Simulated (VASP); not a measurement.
Set up this calculation in VASP 6.6.1, as the native input.

| Property | Result |
| --- | --- |
| Task | density of states |
| Functional | PBE |
| Potentials or basis | VASP PAW PBE potentials, release 64 (B, C, O, Cl) |
| Cutoff | 520 eV |
| k mesh | 4 × 4 × 4 |
| Occupations | fermi-dirac, width 0.1 eV |
| Spin | no spin polarisation |
| Dipole correction | no |
| k mesh for the DOS | 6 × 6 × 6 |
| Occupations for the DOS | tetrahedron |
| Further INCAR settings | ALGO = Normal; EDIFF = 1e-07; NBANDS = 44 |

Crystal: B4CCl6O.

```xyz
12
Lattice="5.6218 3.2457 2.5499 -5.6218 3.2457 2.5499 0.0000 -6.4915 2.5499" Properties=species:S:1:pos:R:3 pbc="T T T"
B     0.0006   -0.0003    2.3031
B     0.0000    1.6307    1.7944
B    -1.4122   -0.8153    1.7944
B     1.4122   -0.8153    1.7944
C     0.0006   -0.0003    3.8605
O     0.0006   -0.0003    4.9598
Cl   -0.0001   -4.4142    2.6384
Cl    3.8228    2.2070    2.6384
Cl   -3.8228    2.2071    2.6384
Cl    0.0000    2.9647    2.9456
Cl   -2.5675   -1.4823    2.9456
Cl    2.5675   -1.4823    2.9456
```

These files were run (other wordings do the same):

POSCAR

```
B4CCl6O
1.0
    5.6217840000      3.2457410000      2.5498900000
   -5.6217840000      3.2457410000      2.5498900000
    0.0000000000     -6.4914820000      2.5498900000
B C O Cl
4 1 1 6
Direct
    0.3011000000      0.3010000000      0.3011000000
    0.3183000000      0.3183000000      0.0671000000
    0.0671000000      0.3183000000      0.3183000000
    0.3183000000      0.0671000000      0.3183000000
    0.5047000000      0.5046000000      0.5047000000
    0.6484000000      0.6483000000      0.6484000000
    0.1182300000      0.1182400000      0.7982300000
    0.7982300000      0.1182300000      0.1182400000
    0.1182400000      0.7982300000      0.1182300000
    0.5373000000      0.5373000000      0.0806000000
    0.0806000000      0.5373000000      0.5373000000
    0.5373000000      0.0806000000      0.5373000000
```

INCAR.step1

```
PREC     = Accurate       # precision mode
ENCUT    = 520            # plane-wave cutoff, eV
EDIFF    = 1E-7           # SCF threshold, eV
ISMEAR   = -1             # smearing method
SIGMA    = 0.1            # smearing width, eV
LREAL    = False          # projectors in reciprocal space
LASPH    = True           # aspherical terms in the spheres
NELM     = 100            # most SCF steps
ALGO     = Normal         # electronic algorithm
ISIF     = 2              # what is computed and relaxed
LWAVE    = False          # write WAVECAR
LCHARG   = True           # write CHGCAR
GGA      = PE             # functional
NBANDS   = 44             # bands
```

KPOINTS.step1

```
Automatic mesh
0
Gamma
  4 4 4
```

INCAR.step2

```
PREC     = Accurate       # precision mode
ENCUT    = 520            # plane-wave cutoff, eV
EDIFF    = 1E-7           # SCF threshold, eV
ISMEAR   = -5             # smearing method
SIGMA    = 0.1            # smearing width, eV
LREAL    = False          # projectors in reciprocal space
LASPH    = True           # aspherical terms in the spheres
NELM     = 100            # most SCF steps
ALGO     = Normal         # electronic algorithm
ISIF     = 2              # what is computed and relaxed
LWAVE    = False          # write WAVECAR
LCHARG   = False          # write CHGCAR
GGA      = PE             # functional
LORBIT   = 11             # projections on sites
NBANDS   = 44             # bands
NEDOS    = 2001           # points of the DOS
ICHARG   = 11             # starting density
```

KPOINTS.step2

```
Automatic mesh
0
Gamma
  6 6 6
```

Potentials or basis: VASP PAW PBE potentials, release 64 (B, C, O, Cl).

Launch:

```sh
$ cat potpaw_PBE.64/B/POTCAR potpaw_PBE.64/C/POTCAR potpaw_PBE.64/O/POTCAR potpaw_PBE.64/Cl/POTCAR > POTCAR
$ cp INCAR.step1 INCAR
$ cp KPOINTS.step1 KPOINTS
$ mpirun -np 1 vasp_std > vasp.out
$ cp INCAR.step2 INCAR
$ cp KPOINTS.step2 KPOINTS
$ mpirun -np 1 vasp_std > vasp.out
```

It gave:

- Valence electrons inside the program's atomic spheres: B 2.15, 1.80; C 2.68; O 5.23; Cl 5.16

It took 13 min on 1 thread of Intel(R) Xeon(R) 6975P-C (Granite Rapids) (shared host), peak memory 1.1 GiB.
